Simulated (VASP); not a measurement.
**AlN: relaxation of cell and atoms with revPBE**

The system is AlN.

```
Al N
1.0
     3.11300    0.00000    0.00000
    -1.55650    2.69594    0.00000
     0.00000    0.00000    4.98100
Al N
2 2
Direct
  0.66667 0.33333 0.50000
  0.33333 0.66667 0.00000
  0.66667 0.33333 0.88000
  0.33333 0.66667 0.38000
```

```yaml
Program: VASP 6.6.1
Task: relaxation of cell and atoms
Functional: revPBE
Potentials_or_basis: VASP PAW PBE potentials, release 64 (Al, N)
Cutoff: 600 eV
k_mesh: 10 × 10 × 6
Occupations: fermi-dirac, width 0.05 eV
Spin: no spin polarisation
Dipole_correction: no
Further_INCAR_settings: ALGO = Normal; EDIFF = 1e-06; IBRION = 2; EDIFFG = -0.01; NSW = 60; ISIF = 3
```

The relaxed volume is 10.76 Å³/atom. The relaxed cell is a = 3.141 Å, b = 3.141 Å, c = 5.038 Å, α = 90.00°, β = 90.00°, γ = 120.00°. The space group after relaxing (to 0.05 Å) is P6_3mc (No. 186). The energy gained by relaxing is 5.8 meV/atom, the ionic steps are 3 and the pressure after relaxing is 0.0 GPa. The band gap on the k mesh is 3.99 eV, direct.

Stress tensor (GPa, compression positive):
```
 0.05  0.00  0.00
 0.00  0.05  0.00
 0.00  0.00 -0.05
```

Step by step:
```
step  energy change (eV)  largest force (eV/Å)  pressure (GPa)  volume (Å³)
   1              0.0000                0.1351            5.84        41.80
   2             -0.0060                0.0908           -4.55        44.15
   3             -0.0230                0.0008            0.02        43.04
```

Final structure:
```cif
data_structure
_symmetry_space_group_name_H-M 'P 1'
_symmetry_Int_Tables_number 1
_cell_length_a 3.1406
_cell_length_b 3.1406
_cell_length_c 5.0381
_cell_angle_alpha 90.000
_cell_angle_beta 90.000
_cell_angle_gamma 120.000
_cell_volume 43.04
loop_
_atom_site_label
_atom_site_type_symbol
_atom_site_fract_x
_atom_site_fract_y
_atom_site_fract_z
_atom_site_occupancy
Al1 Al 0.66667 0.33333 0.49929 1
Al2 Al 0.33333 0.66667 0.99929 1
N1 N 0.66667 0.33333 0.88071 1
N2 N 0.33333 0.66667 0.38071 1
```

Levels at points of the mesh, in eV from the valence-band top:
| k point | band 6 | band 7 | band 8 | band 9 | band 10 | band 11 |
| --- | --- | --- | --- | --- | --- | --- |
| (0.00, 0.00, 0.00) | -0.20 | -0.20 | 0.00 | 3.99 | 6.50 | 10.43 |
| (0.50, 0.00, 0.00) | -2.03 | -1.71 | -0.67 | 5.78 | 5.79 | 8.00 |
| (0.00, 0.00, 0.50) | -0.52 | -0.52 | -0.52 | 6.27 | 6.27 | 10.16 |
| (0.50, 0.00, 0.50) | -1.42 | -1.33 | -1.33 | 5.26 | 5.26 | 9.15 |

Wall time 28 s on 1 thread of Intel(R) Xeon(R) 6975P-C (Granite Rapids), with other jobs on the host, peak memory 0.19 GiB.

Caveat: the PAW data sets were made with another functional, which shifts forces and pressure a little. revPBE gaps usually lie below the measured ones, often by a third to a half.
